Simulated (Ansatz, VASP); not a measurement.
## HfCo: VASP beside Ansatz

INCAR

```
SYSTEM = HfCo
PREC = Accurate
ENCUT = 520
EDIFF = 1E-6
ISMEAR = -1
SIGMA = 0.05
LREAL = .False.
LASPH = .True.
NELM = 150
ALGO = Normal
ISIF = 2
LWAVE = .False.
LCHARG = .True.
ISPIN = 2
MAGMOM = 0 2.5
LORBIT = 11
LMAXMIX = 4
GGA = PS
LELF = .True.
LVHAR = .True.
NBANDS = 20
```

Contents of KPOINTS:

```
regular mesh
0
Gamma
  9 9 9
  0 0 0
```

Contents of POSCAR:

```
HfCo
1.0
    3.1640000000      0.0000000000      0.0000000000
    0.0000000000      3.1640000000      0.0000000000
    0.0000000000      0.0000000000      3.1640000000
Hf Co
1 1
Direct
    0.5000000000      0.5000000000      0.5000000000
    0.0000000000      0.0000000000      0.0000000000
```

Input for Ansatz:

```yaml
crystal:
  lattice:
    - [3.164, 0.0, 0.0]
    - [0.0, 3.164, 0.0]
    - [0.0, 0.0, 3.164]
  atoms:
    - { symbol: Hf, position: [0.5, 0.5, 0.5] }
    - { symbol: Co, position: [0.0, 0.0, 0.0], spin: 2.5 }
kpoints:
  mp_grid:
    grid: [9, 9, 9]
hamiltonian:
  xc: pbesol
  pseudopotentials:
    kind: all_electron
    lapw:
      basis_error: 0.001
magnetization:
  spin_polarized: true
scf:
  convergence:
    dr2_threshold: 1.0e-10
  occupations:
    method: fermi_dirac
    width: 0.05
```

Alike in both runs: task single point; functional PBEsol; k mesh 9 × 9 × 9; occupations fermi-dirac, width 0.05 eV; collinear spin.

|  | VASP | Ansatz |
| --- | --- | --- |
| version | VASP 6.6.1 | Ansatz 0.2.0 |
| potentials or method | VASP PAW PBE potentials, release 64 (Hf_pv, Co), cutoff 520 eV | all-electron (LAPW or listed datasets) |

```csv
,VASP,Ansatz,Ansatz less VASP
net moment per atom (μB),0.15,0.17,+0.015
size of the moment on the site where the two differ most (μB),0.40,0.44,+0.044
```

VASP's potentials were made for PBE, not for PBEsol. Site moments also hang on the region over which each program counts them. Ansatz ran all-electron here, and VASP with PAW potentials.

Spin-orbit coupling is off throughout.
